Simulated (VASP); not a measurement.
# ZrC in VASP: further runs

Runs on ZrC. Level: PBE. Tasks: single point.

Program: VASP 6.6.1. These are calculated values, not measurements. Logs are shortened: lines on timing, memory, paths and dates and some standing lists are left out, and cuts for length are marked.

## 1. The cell of the first run

Symmetry: R-3m, No. 166, trigonal system. The conventional cell has a = 3.274 Å, b = 3.274 Å, c = 8.386 Å, α = 90.00°, β = 90.00°, γ = 120.00°. Zr (site symmetry -3m) has 6 C at 2.35 Å within 3.1 Å. Within 3.1 Å of C (site symmetry -3m) lie 6 Zr at 2.35 Å.

## 2. Single point, PBE (equal xy, yz and zx shear strains of +3 %)

File INCAR:

```
PREC = Accurate
ENCUT = 520
EDIFF = 1E-6
ISMEAR = -1
SIGMA = 0.05
LREAL = False
LASPH = True
NELM = 80
ALGO = Normal
ISIF = 2
LWAVE = False
LCHARG = False
GGA = PE
NBANDS = 15
```

File KPOINTS:

```
regular mesh
0
Gamma
  15 15 15
```

File POSCAR:

```
ZrC
1.0
    0.0705063000      2.3854631500      2.3854631500
    2.3854631500      0.0705063000      2.3854631500
    2.3854631500      2.3854631500      0.0705063000
Zr C
1 1
Direct
    0.5000000000      0.5000000000      0.5000000000
    0.0000000000      0.0000000000      0.0000000000
```

Potentials or basis: VASP PAW PBE potentials, release 64 (Zr_sv, C).

On the command line:

```bash
$ cat potpaw_PBE.64/Zr_sv/POTCAR potpaw_PBE.64/C/POTCAR > POTCAR
$ mpirun -np 1 vasp_std > vasp.out
```

OUTCAR:

```text
PREC = Accurate
   ENCUT = 520
   EDIFF = 1E-6
   ISMEAR = -1
   LREAL = False
   LASPH = True
   NELM = 80
   ISIF = 2
   GGA = PE

 ion  position               nearest neighbor table
   1  0.500  0.500  0.500-   2 2.35   2 2.35   2 2.35   2 2.35   2 2.35   2 2.35
   2  0.000  0.000  0.000-   1 2.35   1 2.35   1 2.35   1 2.35   1 2.35   1 2.35

  LATTYP: Found a trigonal (rhomboedric) cell.
 ALAT       =     3.3742910394
 COS(alpha) =     0.5293254421

  Lattice vectors:

 A1 = (   0.0705063000,   2.3854631500,   2.3854631500)
 A2 = (   2.3854631500,   0.0705063000,   2.3854631500)
 A3 = (   2.3854631500,   2.3854631500,   0.0705063000)

Analysis of symmetry for initial positions (statically):
=====================================================================
 Subroutine PRICEL returns:
 Original cell was already a primitive cell.

 Routine SETGRP: Setting up the symmetry group for a
 trigonal (rhombohedral) supercell.

 Subroutine GETGRP returns: Found 12 space group operations
 (whereof 12 operations were pure point group operations)
 out of a pool of 12 trial point group operations.

The static configuration has the point symmetry D_3d.

Analysis of symmetry for dynamics (positions and initial velocities):
=====================================================================
 Subroutine PRICEL returns:
 Original cell was already a primitive cell.

 Routine SETGRP: Setting up the symmetry group for a
 trigonal (rhombohedral) supercell.

 Subroutine GETGRP returns: Found 12 space group operations
 (whereof 12 operations were pure point group operations)
 out of a pool of 12 trial point group operations.

The dynamic configuration has the point symmetry D_3d.

 Subroutine INISYM returns: Found 12 space group operations
 (whereof 12 operations are pure point group operations),
 and found     1 'primitive' translations

----------------------------------------------------------------------------------------

                                     Primitive cell

  volume of cell :      25.9454

  direct lattice vectors                    reciprocal lattice vectors
     0.070506300  2.385463150  2.385463150    -0.219132185  0.212841309  0.212841309
     2.385463150  0.070506300  2.385463150     0.212841309 -0.219132185  0.212841309
     2.385463150  2.385463150  0.070506300     0.212841309  0.212841309 -0.219132185

  length of vectors
     3.374291039  3.374291039  3.374291039     0.372319433  0.372319433  0.372319433

  position of ions in fractional coordinates (direct lattice)
     0.500000000  0.500000000  0.500000000
     0.000000000  0.000000000  0.000000000

  ion indices of the primitive-cell ions
   primitive index   ion index
                 1           1
                 2           2

----------------------------------------------------------------------------------------

 KPOINTS: regular mesh

Automatic generation of k-mesh.
 Grid dimensions read from file:
 generate k-points for:   15   15   15

 Generating k-lattice:

  Cartesian coordinates                     Fractional coordinates (reciprocal lattice)
    -0.014608812  0.014189421  0.014189421     0.066666667  0.000000000  0.000000000
     0.014189421 -0.014608812  0.014189421     0.000000000  0.066666667  0.000000000
     0.014189421  0.014189421 -0.014608812     0.000000000  0.000000000  0.066666667

  Length of vectors
     0.024821296  0.024821296  0.024821296

  Shift w.r.t. Gamma in fractional coordinates (k-lattice)
     0.000000000  0.000000000  0.000000000

 Subroutine IBZKPT returns following result:
 ===========================================

 Found    344 irreducible k-points:

 Following reciprocal coordinates:
            Coordinates               Weight
  0.000000  0.000000  0.000000      1.000000
  0.066667  0.000000 -0.000000      6.000000
  0.133333  0.000000 -0.000000      6.000000
  0.200000  0.000000 -0.000000      6.000000
  0.266667  0.000000 -0.000000      6.000000
  0.333333 -0.000000 -0.000000      6.000000
[... 16 lines left out ...]
  0.133333  0.133333 -0.000000      6.000000
  0.200000  0.133333 -0.000000     12.000000
 [... further k-points ...]
   k-points           NKPTS =    344   k-points in BZ     NKDIM =    344   number of bands    NBANDS=     15
   number of dos      NEDOS =    301   number of ions     NIONS =      2
   total plane-waves  NPLWV =  21952
   dimension x,y,z NGX =    28 NGY =   28 NGZ =   28
   dimension x,y,z NGXF=    56 NGYF=   56 NGZF=   56
   ions per type =               1   1
   NGX,Y,Z   is equivalent  to a cutoff of  13.80, 13.80, 13.80 a.u.
   NGXF,Y,Z  is equivalent  to a cutoff of  27.59, 27.59, 27.59 a.u.
 SYSTEM =  unknown system
   PREC   = accura    normal or accurate (medium, high low for compatibility)
   ISTART =      0    job   : 0-new  1-cont  2-samecut
   ICHARG =      2    charge: 1-file 2-atom 10-const
   ISPIN  =      1    spin polarized calculation?
   LNONCOLLINEAR =      F non collinear calculations
   LSORBIT =      F    spin-orbit coupling
   LASPH  =      T    aspherical Exc in radial PAW
   ENCUT  =  520.0 eV  38.22 Ry    6.18 a.u.   6.27  6.27  6.27*2*pi/ulx,y,z
   NELM   =     80;   NELMIN=  2; NELMDL= -5     # of ELM steps
   EDIFF  = 0.1E-05   stopping-criterion for ELM
   LREAL  =      F    real-space projection
   EDIFFG = 0.1E-04   stopping-criterion for IOM
   NSW    =      0    number of steps for IOM
   IBRION =     -1    ionic relax: 0-MD 1-quasi-New 2-CG
   NFREE  =      0    steps in history (QN), initial steepest desc. (CG)
   ISIF   =      2    stress and relaxation
   ISYM   =      2    0-nonsym 1-usesym 2-fastsym
   POTIM  = 0.5000    time-step for ionic-motion
   TEBEG  =    0.0;   TEEND  =   0.0 temperature during run
   PSTRESS=    0.0 pullay stress
   NELECT =      16.0000    total number of electrons
   NUPDOWN=      -1.0000    fix difference up-down
   EMIN   =  10.00;   EMAX   =-10.00  energy-range for DOS
   EFERMI =   0.00;   METHOD = LEGACY
   ISMEAR =    -1;   SIGMA  =   0.05  broadening in eV -4-tet -1-fermi 0-gaus
   EFERMI_NEDOS =   21; number of points for ismear=-14 and -15
   IALGO  =     38    algorithm
   IMIX   =      4    mixing-type and parameters
     AMIX     =   0.40;   BMIX     =  1.00
     AMIX_MAG =   1.60;   BMIX_MAG =  1.00
  volume/ion in A,a.u.               =      12.97        87.54
  Fermi-wavevector in a.u.,A,eV,Ry     =   1.393461  2.633260 26.418902  1.941735
  Thomas-Fermi vector in A             =   2.517105
   LORBIT       =      0    0 simple, 1 ext, 2 COOP (PROOUT), +10 PAW based schemes
   GGA     = PE    functional components
   LHFCALC =     F    Hartree Fock is set to
   AEXX    =    0.0000 exact exchange contribution
   IVDW    =     0    specifies the selected vdW correction
   LEPSILON=     F    determine dielectric tensor
   LRPA    =     F    only Hartree local field effects (RPA)
 non-spin polarized calculation
  energy-cutoff  :      520.00
  volume of cell :       25.95
 maximum number of plane-waves:       709
 NGX is ok and might be reduce to    28
   NGX = 13   NGY = 13   NGZ = 13

 number of electron      16.0000000 magnetization

 Free energy of the ion-electron system (eV)
  ---------------------------------------------------
  ext. energy  EPLUGINS =         0.00000000
  ---------------------------------------------------
  free energy    TOTEN  =       -19.42774415 eV

  energy without entropy =      -19.42517539  energy(sigma->0) =      -19.42645977

 E-fermi :   9.6316     XC(G=0): -12.1376

 val. band max:        9.6180245011   @ k =   0.3333   0.3333   0.0667
 cond. band min:       9.6318325357   @ k =   0.4667   0.4667   0.0667
 fundamental gap:      0.0138080345
 Fermi energy:         9.6315993244

 k-point     1 :       0.0000    0.0000    0.0000
  band No.  band energies     occupation
      1     -38.4850      2.00000
      2     -16.2268      2.00000
      3     -16.1754      2.00000
      4     -16.1754      2.00000
      5      -1.6897      2.00000
      6      10.3327      0.00000
      7      10.3690      0.00000
      8      10.6598      0.00000
      9      10.6598      0.00000
     10      10.8814      0.00000
     11      10.8814      0.00000
     12      12.4659      0.00000
     13      12.4659      0.00000
     14      16.9703      0.00000
     15      20.1084      0.00000

 k-point     2 :       0.0667    0.0000   -0.0000
  band No.  band energies     occupation
      1     -38.4803      2.00000
      2     -16.2370      2.00000
      3     -16.2095      2.00000
      4     -16.1800      2.00000
      5      -1.5870      2.00000
      6       9.7536      0.16038
      7       9.8483      0.02590
      8      10.1048      0.00016
      9      10.6679      0.00000
     10      11.0545      0.00000
     11      11.3632      0.00000
     12      13.0335      0.00000
     13      13.0619      0.00000
     14      17.1993      0.00000
     15      20.4056      0.00000

 k-point     3 :       0.1333    0.0000   -0.0000
  band No.  band energies     occupation
      1     -38.4672      2.00000
      2     -16.3378      2.00000
      3     -16.2319      2.00000
      4     -16.1931      2.00000
      5      -1.2907      2.00000
      6       8.8217      2.00000
      7       8.9247      2.00000
      8       9.2719      1.99850
      9      10.9807      0.00000
     10      11.3801      0.00000
     11      11.7548      0.00000
     12      14.1735      0.00000
     13      14.1984      0.00000
     14      17.7781      0.00000
     15      21.2059      0.00000

 k-point     4 :       0.2000    0.0000   -0.0000
  band No.  band energies     occupation
      1     -38.4477      2.00000
      2     -16.5022      2.00000
      3     -16.2444      2.00000
      4     -16.2121      2.00000
      5      -0.8341      2.00000
      6       7.7416      2.00000
      7       8.1293      2.00000
      8       8.4993      2.00000
      9      11.4664      0.00000
     10      11.8815      0.00000
     11      12.0825      0.00000
     12      15.4714      0.00000
     13      15.4783      0.00000
     14      18.4456      0.00000
     15      22.2253      0.00000
[... 307 lines left out ...]
 k-point    22 :      -0.0667    0.0667   -0.0000
  band No.  band energies     occupation
      1     -38.4725      2.00000
      2     -16.2789      2.00000
      3     -16.2345      2.00000
      4     -16.1929      2.00000
      5      -1.4201      2.00000
      6       9.2057      1.99960
      7       9.2069      1.99959
      8       9.6470      0.84692
      9      10.6436      0.00000
     10      11.5273      0.00000
     11      11.6394      0.00000
     12      13.1987      0.00000
     13      14.1079      0.00000
     14      17.5761      0.00000
     15      20.8901      0.00000

 k-point    23 :       0.1333    0.1333   -0.0000
  band No.  band energies     occupation
      1     -38.4625      2.00000
      2     -16.3348      2.00000
      3     -16.2580      2.00000
      4     -16.2212      2.00000
      5      -1.1984      2.00000
      6       7.9566      2.00000
      7       9.3704      1.98928
      8       9.6580      0.74224
      9      10.0727      0.00029
     10      12.3509      0.00000
     11      12.5069      0.00000
     12      12.8111      0.00000
     13      14.8085      0.00000
     14      18.3064      0.00000
     15      21.4945      0.00000

 k-point    24 :       0.2000    0.1333   -0.0000
  band No.  band energies     occupation
      1     -38.4485      2.00000
      2     -16.4326      2.00000
      3     -16.2841      2.00000
      4     -16.2392      2.00000
      5      -0.9072      2.00000
      6       7.2915      2.00000
      7       8.9397      2.00000
      8       9.1329      1.99991
      9      10.2202      0.00002
     10      12.4604      0.00000
     11      13.0476      0.00000
     12      13.5893      0.00000
     13      15.5306      0.00000
     14      19.0403      0.00000
     15      22.2864      0.00000

 [... further k-points ...]

------------------------ aborting loop because EDIFF is reached ----------------------------------------

  FORCE on cell =-STRESS in cart. coord.  units (eV):
  Direction    XX          YY          ZZ          XY          YZ          ZX
  --------------------------------------------------------------------------------------
  -------------------------------------------------------------------------------------
  Total        0.2571451      0.2571451      0.2571451     -0.7768718     -0.7768718     -0.7768718
  in kB       15.8792192     15.8792192     15.8792192    -47.9733699    -47.9733699    -47.9733699
  external PRESSURE =      15.8792192 kB  Pullay stress =       0.0000000 kB

 VOLUME and BASIS-vectors are now :
 -----------------------------------------------------------------------------
  energy-cutoff  :      520.00
  volume of cell :       25.95
      direct lattice vectors                 reciprocal lattice vectors
     0.070506300  2.385463150  2.385463150    -0.219132185  0.212841309  0.212841309
     2.385463150  0.070506300  2.385463150     0.212841309 -0.219132185  0.212841309
     2.385463150  2.385463150  0.070506300     0.212841309  0.212841309 -0.219132185

 POSITION                                       TOTAL-FORCE (eV/Angst)
 -----------------------------------------------------------------------------------
      2.42072      2.42072      2.42072         0.000000     -0.000000      0.000000
      0.00000      0.00000      0.00000        -0.000000      0.000000     -0.000000
 -----------------------------------------------------------------------------------
    total drift:                                0.000000      0.000000      0.000000

  FREE ENERGIE OF THE ION-ELECTRON SYSTEM (eV)
  ---------------------------------------------------
  free  energy   TOTEN  =       -19.4277441511 eV

  energy  without entropy=      -19.4251753949  energy(sigma->0) =      -19.42645977
```

Run time: 2.6 min. Hardware: 1 thread of Intel Xeon Platinum 8259CL at 2.50GHz (Skylake/Cascade Lake), shared host; peak memory 0.26 GiB.

What came out:

- Free energy: -19.4277 eV
- Pressure: 1.6 GPa
- Band gap on the k mesh: zero (band 8 reaches 10.66 eV, above the bottom of band 9 at 9.39 eV)

Stress tensor (GPa, compression positive):
```
 1.59 -4.80 -4.80
-4.80  1.59 -4.80
-4.80 -4.80  1.59
```

Levels at points of the mesh, in eV from the Fermi level:
```tsv
k point	band 5	band 6	band 7	band 8	band 9	band 10	band 11	band 12
(0.00, 0.00, 0.00)	-11.32	0.70	0.74	1.03	1.03	1.25	1.25	2.83
```

Caveat: the cell differs from its parent crystal (equal xy, yz and zx shear strains of +3 %).

## 3. Single point, PBE, non-collinear spin, zero start, spin-orbit coupling

File INCAR:

```
SYSTEM = ZrC
ALGO = Normal
EDIFF = 1E-6
ENCUT = 520
GGA = PE
GGA_COMPAT = .False.
ISIF = 2
ISMEAR = -1
LASPH = .True.
LCHARG = .True.
LMAXMIX = 4
LORBIT = 11
LORBMOM = .True.
LREAL = .False.
LSORBIT = .True.
LVHAR = .True.
LWAVE = .False.
MAGMOM = 0 0 0 0 0 0
NBANDS = 28
NELM = 150
PREC = Accurate
SIGMA = 0.05
```

File KPOINTS:

```
k-points
0
Gamma
  15 15 15
  0 0 0
```

File POSCAR:

```
ZrC
1.0
    0.0000000000      2.3502100000      2.3502100000
    2.3502100000      0.0000000000      2.3502100000
    2.3502100000      2.3502100000      0.0000000000
Zr C
1 1
Direct
    0.5000000000      0.5000000000      0.5000000000
    0.0000000000      0.0000000000      0.0000000000
```

Potentials or basis: VASP PAW PBE potentials, release 64 (Zr_sv, C).

On the command line:

```bash
$ cat potpaw_PBE.64/Zr_sv/POTCAR potpaw_PBE.64/C/POTCAR > POTCAR
$ mpirun -np 1 vasp_ncl > vasp.out
```

Run time: 2.7 min. Hardware: 1 thread of Intel Xeon Platinum 8488C (Sapphire Rapids), shared host; peak memory 0.32 GiB.

It converged, with:

```yaml
Free_energy: -19.5318 eV
Pressure: 1.4 GPa
Net_moment: 0.00 μB per cell
Valence_electrons_inside_the_program's_atomic_spheres: Zr 9.85; C 2.36
```

Moments on the atoms (μB; x, y, z):
```
Zr  0.00 0.00 0.00
C   0.00 0.00 0.00
```
